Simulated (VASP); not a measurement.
# ZrF2 (P4/mmm) in VASP: notebook

Runs on ZrF2. Level: PBE. Tasks: single point, relaxation of cell and atoms.

Program: VASP 6.6.1. These are calculated values, not measurements. Logs are shortened: lines on timing, memory, paths and dates and some standing lists are left out, and cuts for length are marked.

## (1) The cell of the first run

Symmetry: P4/mmm, No. 123, tetragonal system. Conventional cell: a = 2.869 Å, b = 2.869 Å, c = 5.943 Å, α = 90.00°, β = 90.00°, γ = 90.00°. Zr (site symmetry 4/mmm) has 8 F at 2.38 Å and 4 Zr at 2.87 Å within 3.1 Å. Within 3.1 Å of F (site symmetry 4mm) lie 4 Zr at 2.38 Å and 5 F at 2.50 to 2.87 Å.

## (2) Single point, PBE

Contents of INCAR:

```
SYSTEM = ZrF2
ALGO = Normal ; EDIFF = 1E-6
ENCUT = 520 ; GGA = PE
ISIF = 2 ; ISMEAR = 0
LASPH = .TRUE. ; LCHARG = .FALSE.
LREAL = .FALSE. ; LWAVE = .FALSE.
NBANDS = 20 ; NELM = 100
PREC = Accurate ; SIGMA = 0.1
```

Contents of KPOINTS:

```
k-points
0
G
  16 16 8
  0 0 0
```

Contents of POSCAR:

```
ZrF2
1.0
    2.8689219302      0.0000000000      0.0000000000
    0.0000000000      2.8689219302      0.0000000000
    0.0000000000      0.0000000000      5.9428467584
Zr F
1 2
Direct
    0.0000000000      0.0000000000      0.0000000000
    0.5000000000      0.5000000000      0.2106923653
    0.5000000000      0.5000000000      0.7893076347
```

Potentials or basis: VASP PAW PBE potentials, release 64 (Zr_sv, F).

The run is started by

```
$ cat potpaw_PBE.64/Zr_sv/POTCAR potpaw_PBE.64/F/POTCAR > POTCAR
$ mpirun -np 1 vasp_std > vasp.out
```

OUTCAR:

```text
SYSTEM = ZrF2
   EDIFF = 1E-6
   ENCUT = 520
   GGA = PE
   ISIF = 2
   ISMEAR = 0
   LASPH = .TRUE.
   LREAL = .FALSE.
   NELM = 100
   PREC = Accurate

 ion  position               nearest neighbor table
   1  0.000  0.000  0.000-   2 2.38   3 2.38   2 2.38   3 2.38   2 2.38   3 2.38   2 2.38   3 2.38

   2  0.500  0.500  0.211-   1 2.38   1 2.38   1 2.38   1 2.38
   3  0.500  0.500  0.789-   1 2.38   1 2.38   1 2.38   1 2.38

  LATTYP: Found a simple tetragonal cell.
 ALAT       =     2.8689219302
 C/A-ratio  =     2.0714564227

  Lattice vectors:

 A1 = (   2.8689219302,   0.0000000000,   0.0000000000)
 A2 = (   0.0000000000,   2.8689219302,   0.0000000000)
 A3 = (   0.0000000000,   0.0000000000,   5.9428467584)

Analysis of symmetry for initial positions (statically):
=====================================================================
 Subroutine PRICEL returns:
 Original cell was already a primitive cell.

 Routine SETGRP: Setting up the symmetry group for a
 simple tetragonal supercell.

 Subroutine GETGRP returns: Found 16 space group operations
 (whereof 16 operations were pure point group operations)
 out of a pool of 16 trial point group operations.

The static configuration has the point symmetry D_4h.

Analysis of symmetry for dynamics (positions and initial velocities):
=====================================================================
 Subroutine PRICEL returns:
 Original cell was already a primitive cell.

 Routine SETGRP: Setting up the symmetry group for a
 simple tetragonal supercell.

 Subroutine GETGRP returns: Found 16 space group operations
 (whereof 16 operations were pure point group operations)
 out of a pool of 16 trial point group operations.

The dynamic configuration has the point symmetry D_4h.

 Subroutine INISYM returns: Found 16 space group operations
 (whereof 16 operations are pure point group operations),
 and found     1 'primitive' translations

----------------------------------------------------------------------------------------

                                     Primitive cell

  volume of cell :      48.9139

  direct lattice vectors                    reciprocal lattice vectors
     2.868921930  0.000000000  0.000000000     0.348562988  0.000000000  0.000000000
     0.000000000  2.868921930  0.000000000     0.000000000  0.348562988  0.000000000
     0.000000000  0.000000000  5.942846758     0.000000000  0.000000000  0.168269525

  length of vectors
     2.868921930  2.868921930  5.942846758     0.348562988  0.348562988  0.168269525

  position of ions in fractional coordinates (direct lattice)
     0.000000000  0.000000000  0.000000000
     0.500000000  0.500000000  0.210692365
     0.500000000  0.500000000  0.789307635

  ion indices of the primitive-cell ions
   primitive index   ion index
                 1           1
                 2           2
                 3           3

----------------------------------------------------------------------------------------

 KPOINTS: k-points

Automatic generation of k-mesh.
 Grid dimensions read from file:
 generate k-points for:   16   16    8

 Generating k-lattice:

  Cartesian coordinates                     Fractional coordinates (reciprocal lattice)
     0.021785187  0.000000000  0.000000000     0.062500000  0.000000000  0.000000000
     0.000000000  0.021785187  0.000000000     0.000000000  0.062500000  0.000000000
     0.000000000  0.000000000  0.021033691     0.000000000  0.000000000  0.125000000

  Length of vectors
     0.021785187  0.021785187  0.021033691

  Shift w.r.t. Gamma in fractional coordinates (k-lattice)
     0.000000000  0.000000000  0.000000000

 Subroutine IBZKPT returns following result:
 ===========================================

 Found    225 irreducible k-points:

 Following reciprocal coordinates:
            Coordinates               Weight
  0.000000  0.000000  0.000000      1.000000
  0.062500  0.000000  0.000000      4.000000
  0.125000  0.000000  0.000000      4.000000
  0.187500  0.000000  0.000000      4.000000
  0.250000  0.000000  0.000000      4.000000
  0.312500  0.000000  0.000000      4.000000
[... 16 lines left out ...]
  0.437500  0.125000  0.000000      8.000000
  0.500000  0.125000  0.000000      4.000000
 [... further k-points ...]
   k-points           NKPTS =    225   k-points in BZ     NKDIM =    225   number of bands    NBANDS=     20
   number of dos      NEDOS =    301   number of ions     NIONS =      3
   total plane-waves  NPLWV =  27648
   dimension x,y,z NGX =    24 NGY =   24 NGZ =   48
   dimension x,y,z NGXF=    48 NGYF=   48 NGZF=   96
   ions per type =               1   2
   NGX,Y,Z   is equivalent  to a cutoff of  13.91, 13.91, 13.43 a.u.
   NGXF,Y,Z  is equivalent  to a cutoff of  27.81, 27.81, 26.86 a.u.
 SYSTEM =  ZrF2
   PREC   = accura    normal or accurate (medium, high low for compatibility)
   ISTART =      0    job   : 0-new  1-cont  2-samecut
   ICHARG =      2    charge: 1-file 2-atom 10-const
   ISPIN  =      1    spin polarized calculation?
   LNONCOLLINEAR =      F non collinear calculations
   LSORBIT =      F    spin-orbit coupling
   LASPH  =      T    aspherical Exc in radial PAW
   ENCUT  =  520.0 eV  38.22 Ry    6.18 a.u.   5.33  5.33 11.05*2*pi/ulx,y,z
   NELM   =    100;   NELMIN=  2; NELMDL= -5     # of ELM steps
   EDIFF  = 0.1E-05   stopping-criterion for ELM
   LREAL  =      F    real-space projection
   EDIFFG = 0.1E-04   stopping-criterion for IOM
   NSW    =      0    number of steps for IOM
   IBRION =     -1    ionic relax: 0-MD 1-quasi-New 2-CG
   NFREE  =      0    steps in history (QN), initial steepest desc. (CG)
   ISIF   =      2    stress and relaxation
   ISYM   =      2    0-nonsym 1-usesym 2-fastsym
   POTIM  = 0.5000    time-step for ionic-motion
   TEBEG  =    0.0;   TEEND  =   0.0 temperature during run
   PSTRESS=    0.0 pullay stress
   NELECT =      26.0000    total number of electrons
   NUPDOWN=      -1.0000    fix difference up-down
   EMIN   =  10.00;   EMAX   =-10.00  energy-range for DOS
   EFERMI =   0.00;   METHOD = LEGACY
   ISMEAR =     0;   SIGMA  =   0.10  broadening in eV -4-tet -1-fermi 0-gaus
   EFERMI_NEDOS =   21; number of points for ismear=-14 and -15
   IALGO  =     38    algorithm
   IMIX   =      4    mixing-type and parameters
     AMIX     =   0.40;   BMIX     =  1.00
     AMIX_MAG =   1.60;   BMIX_MAG =  1.00
  volume/ion in A,a.u.               =      16.30       110.03
  Fermi-wavevector in a.u.,A,eV,Ry     =   1.326138  2.506037 23.927766  1.758641
  Thomas-Fermi vector in A             =   2.455547
   LORBIT       =      0    0 simple, 1 ext, 2 COOP (PROOUT), +10 PAW based schemes
   GGA     = PE    functional components
   LHFCALC =     F    Hartree Fock is set to
   AEXX    =    0.0000 exact exchange contribution
   IVDW    =     0    specifies the selected vdW correction
   LEPSILON=     F    determine dielectric tensor
   LRPA    =     F    only Hartree local field effects (RPA)
 non-spin polarized calculation
 Gauss-broadening in eV      SIGMA  =   0.10
  energy-cutoff  :      520.00
  volume of cell :       48.91
 maximum number of plane-waves:      1343
 NGX is ok and might be reduce to    24

 number of electron      25.9999994 magnetization

 Free energy of the ion-electron system (eV)
  ---------------------------------------------------
  ext. energy  EPLUGINS =         0.00000000
  ---------------------------------------------------
  free energy    TOTEN  =       -19.46527082 eV

  energy without entropy =      -19.45516015  energy(sigma->0) =      -19.46021549

 E-fermi :   6.2045     XC(G=0):  -9.0926

 val. band max:        6.2032821804   @ k =   0.2500   0.1875   0.0000
 cond. band min:       6.2080926360   @ k =   0.3750   0.2500   0.3750
 fundamental gap:      0.0048104556
 Fermi energy:         6.2044654929

 k-point     1 :       0.0000    0.0000    0.0000
  band No.  band energies     occupation
      1     -44.4959      2.00000
      2     -23.2094      2.00000
      3     -21.8874      2.00000
      4     -21.8874      2.00000
      5     -20.8581      2.00000
      6     -19.7189      2.00000
[... 12 lines left out ...]
     19      11.3568      0.00000
     20      12.1775      0.00000

 k-point     2 :       0.0625    0.0000    0.0000
  band No.  band energies     occupation
      1     -44.4892      2.00000
      2     -23.1871      2.00000
      3     -22.0310      2.00000
      4     -21.8816      2.00000
      5     -20.7529      2.00000
      6     -19.7386      2.00000
[... 12 lines left out ...]
     19      11.6332      0.00000
     20      12.2232      0.00000

 k-point     3 :       0.1250    0.0000    0.0000
  band No.  band energies     occupation
      1     -44.4700      2.00000
      2     -23.1220      2.00000
      3     -22.3526      2.00000
      4     -21.8650      2.00000
      5     -20.5392      2.00000
      6     -19.7968      2.00000
[... 12 lines left out ...]
     19      12.1913      0.00000
     20      12.3604      0.00000

 k-point     4 :       0.1875    0.0000    0.0000
  band No.  band energies     occupation
      1     -44.4412      2.00000
      2     -23.0192      2.00000
      3     -22.7310      2.00000
      4     -21.8401      2.00000
      5     -20.3179      2.00000
      6     -19.8896      2.00000
[... 12 lines left out ...]
     19      12.5901      0.00000
     20      12.8059      0.00000

 k-point     5 :       0.2500    0.0000    0.0000
  band No.  band energies     occupation
      1     -44.4069      2.00000
      2     -23.1053      2.00000
      3     -22.8882      2.00000
      4     -21.8105      2.00000
      5     -20.1220      2.00000
      6     -20.0095      2.00000
[... 12 lines left out ...]
     19      12.9180      0.00000
     20      13.4128      0.00000
[... 353 lines left out ...]
      6     -19.9714      2.00000
[... 12 lines left out ...]
     19      13.4904      0.00000
     20      14.0686      0.00000

 k-point    22 :       0.3750    0.1250    0.0000
  band No.  band energies     occupation
      1     -44.3186      2.00000
      2     -23.6053      2.00000
      3     -22.5645      2.00000
      4     -21.9847      2.00000
      5     -20.2607      2.00000
      6     -19.9008      2.00000
[... 12 lines left out ...]
     19      14.0230      0.00000
     20      14.5122      0.00000

 k-point    23 :       0.4375    0.1250    0.0000
  band No.  band energies     occupation
      1     -44.2989      2.00000
      2     -23.7619      2.00000
      3     -22.4733      2.00000
      4     -21.9538      2.00000
      5     -20.3409      2.00000
      6     -19.8591      2.00000
[... 12 lines left out ...]
     19      14.1520      0.00000
     20      14.8346      0.00000

 k-point    24 :       0.5000    0.1250    0.0000
  band No.  band energies     occupation
      1     -44.2919      2.00000
      2     -23.8158      2.00000
      3     -22.4395      2.00000
      4     -21.9427      2.00000
      5     -20.3708      2.00000
      6     -19.8454      2.00000
[... 12 lines left out ...]
     19      13.4811      0.00000
     20      14.9551      0.00000

 [... further k-points ...]
[... 5 lines left out ...]
  --------------------------------------------------------------------------------------
  -------------------------------------------------------------------------------------
  Total        0.0608858      0.0608858     -0.0186564      0.0000000      0.0000000     -0.0000000
  in kB        1.9943180      1.9943180     -0.6110931      0.0000000      0.0000000     -0.0000000
  external PRESSURE =       1.1258477 kB  Pullay stress =       0.0000000 kB

 VOLUME and BASIS-vectors are now :
 -----------------------------------------------------------------------------
  energy-cutoff  :      520.00
  volume of cell :       48.91
      direct lattice vectors                 reciprocal lattice vectors
     2.868921930  0.000000000  0.000000000     0.348562988  0.000000000  0.000000000
     0.000000000  2.868921930  0.000000000     0.000000000  0.348562988  0.000000000
     0.000000000  0.000000000  5.942846758     0.000000000  0.000000000  0.168269525

 POSITION                                       TOTAL-FORCE (eV/Angst)
 -----------------------------------------------------------------------------------
      0.00000      0.00000      0.00000         0.000000      0.000000      0.000000
      1.43446      1.43446      1.25211         0.000000     -0.000000      0.022445
      1.43446      1.43446      4.69073         0.000000      0.000000     -0.022445
 -----------------------------------------------------------------------------------
    total drift:                                0.000000     -0.000000      0.000000

  FREE ENERGIE OF THE ION-ELECTRON SYSTEM (eV)
  ---------------------------------------------------
  free  energy   TOTEN  =       -19.4652708192 eV

  energy  without entropy=      -19.4551601542  energy(sigma->0) =      -19.46021549
```

Wall time 62 s (1 thread of Intel Xeon 6975P-C (Granite Rapids), shared host); peak memory 0.31 GiB.

What came out:

| Property | Result |
| --- | --- |
| Free energy | -19.4653 eV |
| Pressure | 0.1 GPa |
| Largest force | 0.022 eV/Å |
| Band gap on the k mesh | zero (band 13 reaches 7.25 eV, above the bottom of band 14 at 5.67 eV) |

Forces on the atoms (eV/Å):
```
Zr   0.000  0.000  0.000
F    0.000  0.000  0.022
F    0.000  0.000 -0.022
```

Stress tensor (GPa, compression positive):
```
 0.20  0.00  0.00
 0.00  0.20  0.00
 0.00  0.00 -0.06
```

## (3) Relaxation of cell and atoms, PBE

This run uses another cell than the first one, of 15.64 Å³/atom, 0.959 times its volume.

Contents of INCAR:

```
SYSTEM = ZrF2
  PREC = Accurate
  ENCUT = 600
  EDIFF = 1E-6
  ISMEAR = 0
  SIGMA = 0.1
  LREAL = .FALSE.
  LASPH = .TRUE.
  NELM = 100
  ALGO = Normal
  ISIF = 3
  LWAVE = .FALSE.
  LCHARG = .FALSE.
  GGA = PE
  IBRION = 2
  NSW = 100
  EDIFFG = -0.01
```

Contents of KPOINTS:

```
Automatic mesh
0
G
  16 16 8
  0 0 0
```

Contents of POSCAR:

```
ZrF2
1.0
    2.8534575476      0.0000000000      0.0000000000
    0.0000000000      2.8534575476      0.0000000000
    0.0000000000      0.0000000000      5.7609975130
Zr F
1 2
Direct
    0.0000000000      0.0000000000      0.0000000000
    0.5000000000      0.5000000000      0.2202398517
    0.5000000000      0.5000000000      0.7797601483
```

Potentials or basis: VASP PAW PBE potentials, release 64 (Zr_sv, F).

The run is started by

```
$ cat potpaw_PBE.64/Zr_sv/POTCAR potpaw_PBE.64/F/POTCAR > POTCAR
$ mpirun -np 1 vasp_std > vasp.out
```

Wall time 2.5 min (1 thread of Intel Xeon 6975P-C (Granite Rapids), shared host); peak memory 0.34 GiB.

Results (log left out):

- Free energy: -19.4664 eV
- Relaxed volume: 15.70 Å³/atom
- Relaxed cell: a = 2.870 Å, b = 2.870 Å, c = 5.719 Å, α = 90.00°, β = 90.00°, γ = 90.00°
- Space group after relaxing (to 0.05 Å): P4/mmm (No. 123)
- Energy gained by relaxing: 1.3 meV/atom
- Ionic steps: 5
- Pressure after relaxing: 0.0 GPa
- Band gap on the k mesh: zero (band 13 reaches 7.62 eV, above the bottom of band 14 at 6.01 eV)

Forces on the atoms (eV/Å):
```
Zr   0.000  0.000  0.000
F    0.000  0.000  0.002
F    0.000  0.000 -0.002
```

Step by step:
| step | energy change (eV) | largest force (eV/Å) | pressure (GPa) | volume (Å³) |
| --- | --- | --- | --- | --- |
| 1 | 0.0000 | 0.1010 | 0.58 | 46.91 |
| 2 | -0.0035 | 0.0608 | -0.39 | 47.29 |
| 3 | -0.0035 | 0.0593 | -0.40 | 47.30 |
| 4 | -0.0040 | 0.0121 | 0.05 | 47.08 |
| 5 | -0.0040 | 0.0023 | 0.02 | 47.11 |

Final structure:
```
Zr F
1.0
     2.87004    0.00000    0.00000
     0.00000    2.87004    0.00000
     0.00000    0.00000    5.71930
Zr F
1 2
Direct
  0.00000 0.00000 0.00000
  0.50000 0.50000 0.21883
  0.50000 0.50000 0.78117
```

Levels at points of the mesh, in eV from the Fermi level:
```
           k point  band 11  band 12  band 13  band 14  band 15  band 16
(0.00, 0.00, 0.00)    -7.65    -7.13    -3.73    -0.54     0.05     3.32
(0.50, 0.00, 0.00)    -7.46    -7.20    -2.12    -0.03     2.12     2.19
(0.50, 0.50, 0.00)    -8.64    -6.89     0.92     0.93     1.98     1.98
(0.00, 0.00, 0.50)    -7.63    -7.58    -3.73    -0.49     1.29     2.31
(0.50, 0.00, 0.50)    -7.50    -7.48    -2.03    -0.14     2.19     2.33
(0.50, 0.50, 0.50)    -8.59    -7.14     1.05     1.13     1.98     1.98
```

## (4) Single point, PBE

This run uses another cell than the first one: it holds 6 atoms, not 3.

Contents of INCAR:

```
PREC = Accurate
ENCUT = 520
EDIFF = 1E-6
ISMEAR = 0
SIGMA = 0.2
LREAL = F
LASPH = T
NELM = 100
ALGO = Normal
ISIF = 2
LWAVE = F
LCHARG = F
GGA = PE
NBANDS = 35
```

Contents of KPOINTS:

```
Automatic mesh
0
Gamma
  8 4 4
```

Contents of POSCAR:

```
ZrF2
1.0
    0.0000000000     -2.8689219302      0.0000000000
   -5.7378438605      0.0000000000      0.0000000000
    0.0000000000      0.0000000000     -5.9428467584
Zr F
2 4
Direct
    0.0000000000      0.5000000000      0.0000000000
    0.0000000000      0.0000000000      0.0000000000
    0.5000000000      0.7500000000      0.7893076347
    0.5000000000      0.2500000000      0.7893076347
    0.5000000000      0.7500000000      0.2106923653
    0.5000000000      0.2500000000      0.2106923653
```

The run is started by

```
$ cat potpaw_PBE.64/Zr_sv/POTCAR potpaw_PBE.64/F/POTCAR > POTCAR
$ mpirun -np 1 vasp_std > vasp.out
```

Run time: 54 s. Hardware: 1 thread of Intel Xeon 6975P-C (Granite Rapids), shared host; peak memory 0.28 GiB.

It converged, with:

```yaml
Free_energy: -38.8512 eV
Pressure: 0.4 GPa
Largest_force: 0.045 eV/Å
Band_gap_on_the_k_mesh: zero (band 26 reaches 6.75 eV, above the bottom of band 27 at 5.66 eV)
```

Forces in eV/Å, atoms in the order of the input:
```
Zr   0.000  0.000  0.000
Zr   0.000  0.000  0.000
F    0.000  0.000 -0.045
F    0.000  0.000 -0.045
F    0.000  0.000  0.045
F    0.000  0.000  0.045
```

Stress tensor (GPa, compression positive):
```
 0.95  0.00  0.00
 0.00  0.95  0.00
 0.00  0.00 -0.62
```

Levels at points of the mesh, in eV from the Fermi level:
```
           k point  band 23  band 24  band 25  band 26  band 27  band 28  band 29  band 30
(0.00, 0.00, 0.00)    -7.28    -7.22    -3.74    -2.11    -0.54    -0.05     0.07     2.14
(0.50, 0.00, 0.00)    -7.28    -6.96    -2.11    -0.05     0.94     0.95     1.97     1.97
(0.00, 0.50, 0.00)    -7.18    -7.18    -2.34    -2.34     0.17     0.17     1.12     1.12
(0.50, 0.50, 0.00)    -7.09    -7.09    -0.05    -0.05     1.11     1.11     1.31     1.31
(0.00, 0.00, 0.50)    -7.48    -7.47    -3.74    -2.04    -0.51    -0.13     1.18     2.19
(0.50, 0.00, 0.50)    -7.47    -7.12    -2.04    -0.13     1.02     1.10     1.97     1.97
(0.00, 0.50, 0.50)    -7.41    -7.41    -2.32    -2.32     0.24     0.24     0.85     0.85
(0.50, 0.50, 0.50)    -7.27    -7.27     0.06     0.06     1.09     1.09     1.43     1.43
```

## (5) The runs side by side

```csv
task,cell,k mesh,cutoff (eV),smearing,gap on the mesh (eV),pressure (GPa),largest force (eV/Å)
single point,"a = 2.869, b = 2.869, c = 5.943 Å, 3 atoms",16 × 16 × 8,520,gaussian 0.1 eV,none,0.1,0.02
relaxation of cell and atoms,"relaxed from a = 2.853, b = 2.853, c = 5.761 Å, 3 atoms",16 × 16 × 8,600,gaussian 0.1 eV,none,0.0,-
single point,"a = 2.869, b = 5.738, c = 5.943 Å, 6 atoms",8 × 4 × 4,520,gaussian 0.2 eV,none,0.4,0.05
```

Alike in all rows: level PBE; potentials or basis VASP PAW PBE potentials, release 64 (Zr_sv, F); no spin polarisation.

Total energies depend on the potentials used, so only differences within one code and one set of settings carry meaning.
